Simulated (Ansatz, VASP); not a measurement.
# MgO: VASP beside Ansatz

The input INCAR:

```
PREC     = Accurate       # precision mode
ENCUT    = 520            # plane-wave cutoff, eV
EDIFF    = 1E-6           # SCF threshold, eV
ISMEAR   = 0              # smearing method
SIGMA    = 0.05           # smearing width, eV
LREAL    = False          # projectors in reciprocal space
LASPH    = True           # aspherical terms in the spheres
NELM     = 60             # most SCF steps
ALGO     = Normal         # electronic algorithm
ISIF     = 2              # what is computed and relaxed
LWAVE    = False          # write WAVECAR
LCHARG   = False          # write CHGCAR
GGA      = PS             # functional
NBANDS   = 36             # bands
```

KPOINTS

```
regular mesh
0
Gamma
  9 9 2
```

Contents of POSCAR:

```
MgO
1.0
    2.1075959645     -2.1075959645      0.0000000000
    2.1075959645      0.0000000000     -2.1075959645
    9.7353024592      8.8922640734      8.0492256876
Mg O
6 6
Direct
    1.0000000000     -0.1422087298      0.3555218244
    0.3333333333      0.2543284835      0.1975121247
    0.6666666667      0.4612540570      0.5135315242
    1.0000000000      0.6681796305      0.8295509237
    0.3333333333      0.0647168438      0.6715412239
    0.6666666667      0.6508656967      0.0395024249
    0.6666666667      0.5560598768      0.2765169746
    0.0000000000     -0.0474029099      0.1185072748
    0.3333333333      0.1595226636      0.4345266743
    0.6666666667      0.3664482371      0.7505460738
    1.0000000000      0.7629854504      0.5925363741
    0.3333333333     -0.0300889761      0.9085557736
```

Input for Ansatz:

```yaml
crystal:
  lattice:
    - [2.1075959645, -2.1075959645, 0.0]
    - [2.1075959645, 0.0, -2.1075959645]
    - [9.7353024592, 8.8922640734, 8.0492256876]
  atoms:
    - { symbol: Mg, position: [1.0, -0.1422087298, 0.3555218244] }
    - { symbol: Mg, position: [0.3333333333, 0.2543284835, 0.1975121247] }
    - { symbol: Mg, position: [0.6666666667, 0.461254057, 0.5135315242] }
    - { symbol: Mg, position: [1.0, 0.6681796305, 0.8295509237] }
    - { symbol: Mg, position: [0.3333333333, 0.0647168438, 0.6715412239] }
    - { symbol: Mg, position: [0.6666666667, 0.6508656967, 0.0395024249] }
    - { symbol: O, position: [0.6666666667, 0.5560598768, 0.2765169746] }
    - { symbol: O, position: [0.0, -0.0474029099, 0.1185072748] }
    - { symbol: O, position: [0.3333333333, 0.1595226636, 0.4345266743] }
    - { symbol: O, position: [0.6666666667, 0.3664482371, 0.7505460738] }
    - { symbol: O, position: [1.0, 0.7629854504, 0.5925363741] }
    - { symbol: O, position: [0.3333333333, -0.0300889761, 0.9085557736] }
basis:
  ecutwfc: 520.0
kpoints:
  mp_grid: { grid: [9, 9, 2] }
hamiltonian:
  xc: pbesol
  pseudopotentials: { kind: paw, azcp: { folder: soft_1 } }
scf:
  occupations: { method: gaussian, width: 0.05 }
output:
  forces: true
  stress: true
  eigenvalues: true
```

Alike in both runs: task single point; functional PBEsol; k mesh 9 × 9 × 2; occupations gaussian, width 0.05 eV; no spin polarisation.

```csv
,VASP,Ansatz
version,VASP 6.6.1,Ansatz 0.2.0
potentials or method,"VASP PAW PBE potentials, release 64 (Mg, O), cutoff 520 eV","scalar-relativistic, plane waves, PAW"
valence electrons in the cell,48,96
```

Ansatz gave:

* gap on the k mesh at the Fermi level (eV): 0.18
* least direct gap on the mesh (eV): 0.18
* pressure (GPa): -2.2
* traceless stress, the component that is largest in VASP (GPa): -5.23
* rms of the force components (eV/Å): 0.785

**Question.** Which values does VASP return?

**Answer.** gap on the k mesh at the Fermi level (eV): 0.15; least direct gap on the mesh (eV): 0.15; pressure (GPa): -2.8; traceless stress, the component that is largest in VASP (GPa): -5.23; rms of the force components (eV/Å): 0.786.

VASP's potentials were made for PBE, not for PBEsol, and Ansatz warns of the same on its side. Atom by atom the forces differ by 0.005 eV/Å (rms over components). VASP's potentials hold 48 valence electrons a cell and Ansatz's 96, so a difference there can come from the potentials and not from the codes.
